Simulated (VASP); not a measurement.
# NaHgH3 (P1) in VASP: relaxation of cell and atoms with PBEsol

Aim: the relaxation of cell and atoms of NaHgH3 with PBEsol.

Everything below comes from runs of VASP 6.6.1. Logs are shortened: lines on timing, memory, paths and dates and some standing lists are left out, and cuts for length are marked.

### 1 The cell of the first run

The typed cell holds 10 atoms: a = 3.977 Å, b = 7.744 Å, c = 3.912 Å, α = 90.03°, β = 89.96°, γ = 89.66°.

### 2 Relaxation of cell and atoms, PBEsol

INCAR reads:

```
PREC     = Accurate       # precision mode
ENCUT    = 600            # plane-wave cutoff, eV
EDIFF    = 1E-7           # SCF threshold, eV
ISMEAR   = -1             # smearing method
SIGMA    = 0.05           # smearing width, eV
LREAL    = False          # projectors in reciprocal space
LASPH    = True           # aspherical terms in the spheres
NELM     = 60             # most SCF steps
ALGO     = Normal         # electronic algorithm
ISIF     = 3              # what is computed and relaxed
LWAVE    = False          # write WAVECAR
LCHARG   = False          # write CHGCAR
GGA      = PS             # functional
IBRION   = 2              # ionic algorithm
NSW      = 100            # ionic steps
EDIFFG   = -0.01          # ionic threshold
```

KPOINTS reads:

```
regular mesh
0
Gamma
  4 2 4
```

POSCAR reads:

```
NaHgH3
1.0
    3.9767820746      0.0117166332      0.0014353847
    0.0234332664      7.7441218216     -0.0017104336
    0.0014353847     -0.0008552168      3.9120179133
Na Hg H
2 2 6
Direct
    0.0607660055      0.0147257964      0.0144338077
   -0.0028790977      0.5129897171      0.0178854742
    0.5365420255      0.2290147468      0.5470213048
    0.4833340494      0.7326427118      0.5340388069
    0.0867007171      0.2309089578      0.5032823288
    0.4801701526      0.0099404830      0.4805465453
    0.5190046896      0.2467335587     -0.0638397376
    0.0360588300      0.7639531495      0.4534539892
    0.4989586018      0.4859233571      0.5068098541
    0.4970982331      0.7608695427      0.0036061995
```

Potentials or basis: VASP PAW PBE potentials, release 64 (Na_pv, Hg, H).

The run is started by

```bash
$ cat potpaw_PBE.64/Na_pv/POTCAR potpaw_PBE.64/Hg/POTCAR potpaw_PBE.64/H/POTCAR > POTCAR
$ mpirun -np 1 vasp_std > vasp.out
```

OUTCAR:

```text
PREC = Accurate
   ENCUT = 600
   EDIFF = 1E-7
   ISMEAR = -1
   LREAL = False
   LASPH = True
   NELM = 60
   ISIF = 3
   GGA = PS
   IBRION = 2
   NSW = 100
   EDIFFG = -0.01

 ion  position               nearest neighbor table
   1  0.061  0.015  0.014-   3 3.12   3 3.23   3 3.27   4 3.33
   2  0.997  0.513  0.018-   4 3.20   4 3.26   4 3.28   4 3.33
   3  0.537  0.229  0.547-   7 1.53   6 1.73   5 1.80   9 2.00   5 2.19   1 3.12   1 3.23   1 3.27
                             4 3.85
   4  0.483  0.733  0.534-   8 1.82  10 1.85   9 1.91  10 2.09   6 2.16   8 2.23   2 3.20   2 3.26
                             2 3.28   1 3.33   2 3.33   3 3.85
   5  0.087  0.231  0.503-   3 1.80   3 2.19
   6  0.480  0.010  0.481-   3 1.73   4 2.16
   7  0.519  0.247  0.936-   3 1.53
   8  0.036  0.764  0.453-   4 1.82   4 2.23
   9  0.499  0.486  0.507-   4 1.91   3 2.00
  10  0.497  0.761  0.004-   4 1.85   4 2.09

  LATTYP: Found a triclinic cell.
 ALAT       =     8.6746354822
 B/A-ratio  =     0.4509720643
 C/A-ratio  =     0.4584399658
 COS(alpha) =     0.0007272106
 COS(beta)  =     0.0056594310
 COS(gamma) =     0.4505807166

  Lattice vectors:

 A1 = (   0.0248686511,   7.7432666048,   3.9103074797)
 A2 = (   0.0014353847,  -0.0008552168,   3.9120179133)
 A3 = (   3.9767820746,   0.0117166332,   0.0014353847)

Analysis of symmetry for initial positions (statically):
=====================================================================
 Subroutine PRICEL returns:
 Original cell was already a primitive cell.

 Routine SETGRP: Setting up the symmetry group for a
 triclinic supercell.

 Subroutine GETGRP returns: Found  1 space group operations
 (whereof  1 operations were pure point group operations)
 out of a pool of  2 trial point group operations.

The static configuration has the point symmetry C_1 .

Analysis of symmetry for dynamics (positions and initial velocities):
=====================================================================
 Subroutine PRICEL returns:
 Original cell was already a primitive cell.

 Routine SETGRP: Setting up the symmetry group for a
 triclinic supercell.

 Subroutine GETGRP returns: Found  1 space group operations
 (whereof  1 operations were pure point group operations)
 out of a pool of  2 trial point group operations.

The dynamic configuration has the point symmetry C_1 .

 Subroutine INISYM returns: Found  1 space group operations
 (whereof  1 operations are pure point group operations),
 and found     1 'primitive' translations

----------------------------------------------------------------------------------------

                                     Primitive cell

  volume of cell :     120.4761

  direct lattice vectors                    reciprocal lattice vectors
     3.976782075  0.011716633  0.001435385     0.251461868 -0.000760930 -0.000092432
     0.023433266  7.744121822 -0.001710434    -0.000380465  0.129131358  0.000028369
     0.001435385 -0.000855217  3.912017913    -0.000092432  0.000056739  0.255622598

  length of vectors
     3.976799594  7.744157464  3.912018270     0.251463036  0.129131921  0.255622621

  position of ions in fractional coordinates (direct lattice)
     0.060766005  0.014725796  0.014433808
     0.997120902  0.512989717  0.017885474
     0.536542025  0.229014747  0.547021305
     0.483334049  0.732642712  0.534038807
     0.086700717  0.230908958  0.503282329
     0.480170153  0.009940483  0.480546545
     0.519004690  0.246733559  0.936160262
     0.036058830  0.763953149  0.453453989
     0.498958602  0.485923357  0.506809854
     0.497098233  0.760869543  0.003606199

  ion indices of the primitive-cell ions
   primitive index   ion index
                 1           1
                 2           2
                 3           3
                 4           4
                 5           5
                 6           6
                 7           7
                 8           8
                 9           9
                10          10

----------------------------------------------------------------------------------------

 KPOINTS: regular mesh

Automatic generation of k-mesh.
 Grid dimensions read from file:
 generate k-points for:    4    2    4

 Generating k-lattice:

  Cartesian coordinates                     Fractional coordinates (reciprocal lattice)
     0.062865467 -0.000190232 -0.000023108     0.250000000  0.000000000  0.000000000
    -0.000190232  0.064565679  0.000014185    -0.000000000  0.500000000  0.000000000
    -0.000023108  0.000014185  0.063905649    -0.000000000  0.000000000  0.250000000

  Length of vectors
     0.062865759  0.064565961  0.063905655

  Shift w.r.t. Gamma in fractional coordinates (k-lattice)
     0.000000000  0.000000000  0.000000000

 Subroutine IBZKPT returns following result:
 ===========================================

 Found     20 irreducible k-points:

 Following reciprocal coordinates:
            Coordinates               Weight
  0.000000  0.000000  0.000000      1.000000
  0.250000  0.000000 -0.000000      2.000000
  0.500000  0.000000 -0.000000      1.000000
  0.000000  0.500000  0.000000      1.000000
  0.250000  0.500000  0.000000      2.000000
  0.500000  0.500000 -0.000000      1.000000
[... 12 lines left out ...]
  0.250000  0.500000  0.500000      2.000000
  0.500000  0.500000  0.500000      1.000000
   k-points           NKPTS =     20   k-points in BZ     NKDIM =     20   number of bands    NBANDS=     28
   number of dos      NEDOS =    301   number of ions     NIONS =     10
   total plane-waves  NPLWV =  65536
   dimension x,y,z NGX =    32 NGY =   64 NGZ =   32
   dimension x,y,z NGXF=    64 NGYF=  128 NGZF=   64
   ions per type =               2   2   6
   NGX,Y,Z   is equivalent  to a cutoff of  13.38, 13.74, 13.60 a.u.
   NGXF,Y,Z  is equivalent  to a cutoff of  26.75, 27.48, 27.20 a.u.
 SYSTEM =  unknown system
   PREC   = accura    normal or accurate (medium, high low for compatibility)
   ISTART =      0    job   : 0-new  1-cont  2-samecut
   ICHARG =      2    charge: 1-file 2-atom 10-const
   ISPIN  =      1    spin polarized calculation?
   LNONCOLLINEAR =      F non collinear calculations
   LSORBIT =      F    spin-orbit coupling
   LASPH  =      T    aspherical Exc in radial PAW
   ENCUT  =  600.0 eV  44.10 Ry    6.64 a.u.   7.94 15.47  7.81*2*pi/ulx,y,z
   NELM   =     60;   NELMIN=  2; NELMDL= -5     # of ELM steps
   EDIFF  = 0.1E-06   stopping-criterion for ELM
   LREAL  =      F    real-space projection
   EDIFFG = -.1E-01   stopping-criterion for IOM
   NSW    =    100    number of steps for IOM
   IBRION =      2    ionic relax: 0-MD 1-quasi-New 2-CG
   NFREE  =      1    steps in history (QN), initial steepest desc. (CG)
   ISIF   =      3    stress and relaxation
   ISYM   =      2    0-nonsym 1-usesym 2-fastsym
   POTIM  = 0.5000    time-step for ionic-motion
   TEBEG  =    0.0;   TEEND  =   0.0 temperature during run
   PSTRESS=    0.0 pullay stress
   NELECT =      44.0000    total number of electrons
   NUPDOWN=      -1.0000    fix difference up-down
   EMIN   =  10.00;   EMAX   =-10.00  energy-range for DOS
[... 5 lines left out ...]
     AMIX     =   0.40;   BMIX     =  1.00
     AMIX_MAG =   1.60;   BMIX_MAG =  1.00
  volume/ion in A,a.u.               =      12.05        81.30
  Fermi-wavevector in a.u.,A,eV,Ry     =   1.170196  2.211351 18.631270  1.369360
  Thomas-Fermi vector in A             =   2.306658
   LORBIT       =      0    0 simple, 1 ext, 2 COOP (PROOUT), +10 PAW based schemes
   GGA     = PS    functional components
   LHFCALC =     F    Hartree Fock is set to
   AEXX    =    0.0000 exact exchange contribution
   IVDW    =     0    specifies the selected vdW correction
   LEPSILON=     F    determine dielectric tensor
   LRPA    =     F    only Hartree local field effects (RPA)
 conjugate gradient relaxation of ions
 non-spin polarized calculation
  energy-cutoff  :      600.00
  volume of cell :      120.48
 maximum number of plane-waves:      4038
   NGX = 15   NGY = 31   NGZ = 15

--------------------------------------- Ionic step        1  -------------------------------------------

 number of electron      44.0000004 magnetization

 Free energy of the ion-electron system (eV)
  ---------------------------------------------------
  ext. energy  EPLUGINS =         0.00000000
  ---------------------------------------------------
  free energy    TOTEN  =       -21.58291431 eV

  energy without entropy =      -21.56175487  energy(sigma->0) =      -21.57233459

------------------------ aborting loop because EDIFF is reached ----------------------------------------

  FORCE on cell =-STRESS in cart. coord.  units (eV):
  Direction    XX          YY          ZZ          XY          YZ          ZX
  --------------------------------------------------------------------------------------
  -------------------------------------------------------------------------------------
  Total        1.0946419      2.2309537      6.3013361     -0.0837130      0.8563746      0.2086503
  in kB       14.5573328     29.6688203     83.7996821     -1.1132755     11.3886825      2.7747811
  external PRESSURE =      42.6752784 kB  Pullay stress =       0.0000000 kB
[... 113 lines left out ...]
  FREE ENERGIE OF THE ION-ELECTRON SYSTEM (eV)
  ---------------------------------------------------
  free  energy   TOTEN  =       -22.3585585675 eV

  energy  without entropy=      -22.3351922013  energy(sigma->0) =      -22.34687538

[... ionic steps 4 to 22 ...]

--------------------------------------- Ionic step       23  -------------------------------------------

 number of electron      44.0000011 magnetization

------------------------ aborting loop because EDIFF is reached ----------------------------------------

  FORCE on cell =-STRESS in cart. coord.  units (eV):
  Direction    XX          YY          ZZ          XY          YZ          ZX
  --------------------------------------------------------------------------------------
  -------------------------------------------------------------------------------------
  Total        0.0140045      0.0069470      0.0692882      0.0018987     -0.0125991      0.0005735
  in kB        0.1857736      0.0921538      0.9191290      0.0251872     -0.1671305      0.0076078
  external PRESSURE =       0.3990188 kB  Pullay stress =       0.0000000 kB
[... 73 lines left out ...]
  energy  without entropy=      -22.6472769765  energy(sigma->0) =      -22.65764300

--------------------------------------- Ionic step       25  -------------------------------------------

 number of electron      44.0000009 magnetization

 Free energy of the ion-electron system (eV)
  ---------------------------------------------------
  ext. energy  EPLUGINS =         0.00000000
  ---------------------------------------------------
  free energy    TOTEN  =       -22.66826572 eV

  energy without entropy =      -22.64750276  energy(sigma->0) =      -22.65788424

 E-fermi :   2.2978     XC(G=0):  -9.2323

 val. band max:        2.2952454926   @ k =  -0.2500   0.5000   0.2500
 cond. band min:       2.3093414047   @ k =   0.2500   0.5000   0.2500
 fundamental gap:      0.0140959121
 Fermi energy:         2.2978121885

 k-point     1 :       0.0000    0.0000    0.0000
  band No.  band energies     occupation
      1     -22.8112      2.00000
      2     -22.7999      2.00000
      3     -22.7998      2.00000
      4     -22.7958      2.00000
      5     -22.7926      2.00000
      6     -22.7924      2.00000
[... 646 lines left out ...]
  FREE ENERGIE OF THE ION-ELECTRON SYSTEM (eV)
  ---------------------------------------------------
  free  energy   TOTEN  =       -22.6682657166 eV

  energy  without entropy=      -22.6475027632  energy(sigma->0) =      -22.65788424

 reached required accuracy - stopping structural energy minimisation
```

Run time: 9.7 min. Hardware: 1 thread of Intel Xeon 6975P-C (Granite Rapids), shared host; peak memory 0.3 GiB.

Results:

```yaml
Free_energy: -22.6683 eV
Relaxed_volume: 12.08 Å³/atom
Relaxed_cell: a = 3.924 Å, b = 7.847 Å, c = 3.923 Å, α = 89.73°, β = 90.02°, γ = 89.99°
Space_group_after_relaxing_to_0.05_Å: Pm-3m (No. 221)
Energy_gained_by_relaxing: 108.5 meV/atom
Ionic_steps: 25
Pressure_after_relaxing: 0.0 GPa
Largest_force_after_relaxing: 0.010 eV/Å
Band_gap_on_the_k_mesh: zero (band 22 reaches 3.49 eV, above the bottom of band 23 at -1.20 eV)
```

Forces on the atoms (eV/Å):
```
Na   0.001 -0.001  0.001
Na   0.001  0.003  0.003
Hg   0.002 -0.006  0.001
Hg   0.007  0.006 -0.002
H   -0.007 -0.005 -0.004
H   -0.004 -0.005 -0.002
H   -0.004 -0.001  0.002
H    0.002  0.004  0.001
H   -0.001  0.002  0.002
H    0.002  0.003 -0.002
```

The path:
```tsv
step	energy change (eV)	largest force (eV/Å)	pressure (GPa)	volume (Å³)
1	0.0000	4.0479	4.27	120.48
2	-0.7696	0.7209	-1.41	126.13
3	-0.7756	0.6939	-1.59	126.49
4	-0.7813	0.6420	-1.91	127.21
5	-0.8820	0.4795	-1.22	124.64
6	-0.9726	0.4190	1.04	119.06
7	-1.0135	0.3020	0.68	119.78
8	-1.0349	0.2789	0.26	120.81
9	-1.0566	0.1567	-0.22	121.72
10	-1.0623	0.0914	-0.58	122.49
11	-1.0694	0.0894	0.00	121.05
12	-1.0699	0.0954	0.24	120.49
13	-1.0742	0.0558	0.19	120.57
14	-1.0767	0.0857	0.13	120.69
15	-1.0795	0.0397	-0.15	121.28
16	-1.0799	0.0358	-0.26	121.54
17	-1.0818	0.0507	0.07	120.78
18	-1.0818	0.0576	0.11	120.65
19	-1.0835	0.0284	0.09	120.66
20	-1.0840	0.0396	0.09	120.67
21	-1.0847	0.0215	-0.13	121.17
22	-1.0847	0.0218	-0.12	121.15
23	-1.0851	0.0212	0.04	120.78
24	-1.0851	0.0208	0.03	120.79
25	-1.0854	0.0100	0.03	120.79
```

Final structure:
```xyz
10
Lattice="3.9238 0.0004 -0.0006 0.0003 7.8466 0.0174 -0.0008 0.0096 3.9232" Properties=species:S:1:pos:R:3 pbc="T T T"
Na    0.0725    7.8463    3.9379
Na    0.0735    3.9202    3.9267
Hg    2.0459    1.9587    1.9636
Hg    2.0300    5.8793    1.9747
H     0.0855    1.9617    1.9672
H     2.0420    7.8443    1.9798
H     2.0491    1.9640    3.9255
H     0.0693    5.8768    1.9743
H     2.0393    3.9178    1.9674
H     2.0300    5.8732    0.0133
```

Levels at points of the mesh, in eV from the Fermi level:
| k point | band 19 | band 20 | band 21 | band 22 | band 23 | band 24 | band 25 | band 26 |
| --- | --- | --- | --- | --- | --- | --- | --- | --- |
| (0.00, 0.00, 0.00) | -5.93 | 0.82 | 0.82 | 1.19 | 2.61 | 2.61 | 2.62 | 3.57 |
| (0.50, 0.00, 0.00) | -5.72 | -5.26 | -5.26 | 1.19 | 1.87 | 3.58 | 4.00 | 4.01 |
| (0.00, 0.50, 0.00) | -2.71 | -2.70 | 0.99 | 0.99 | 3.19 | 3.19 | 3.19 | 3.20 |
| (0.50, 0.50, 0.00) | -5.60 | -5.60 | -1.86 | -1.84 | 2.75 | 2.77 | 3.84 | 3.85 |
| (0.00, 0.00, 0.50) | -5.72 | -5.28 | -5.24 | 1.19 | 1.87 | 3.57 | 4.00 | 4.01 |
| (0.50, 0.00, 0.50) | -5.26 | -4.82 | -4.80 | -4.79 | -3.50 | 1.87 | 3.30 | 3.32 |
| (0.00, 0.50, 0.50) | -5.60 | -5.60 | -1.86 | -1.84 | 2.75 | 2.76 | 3.83 | 3.85 |
| (0.50, 0.50, 0.50) | -5.04 | -5.03 | -5.03 | -5.03 | -0.29 | -0.27 | 2.36 | 2.37 |

Caveat: the k points lie up to 0.40 Å⁻¹ apart in the final cell; the PAW data sets were made with another functional, which shifts forces and pressure a little; spin-orbit coupling is left out, which moves the levels of the heavy elements.
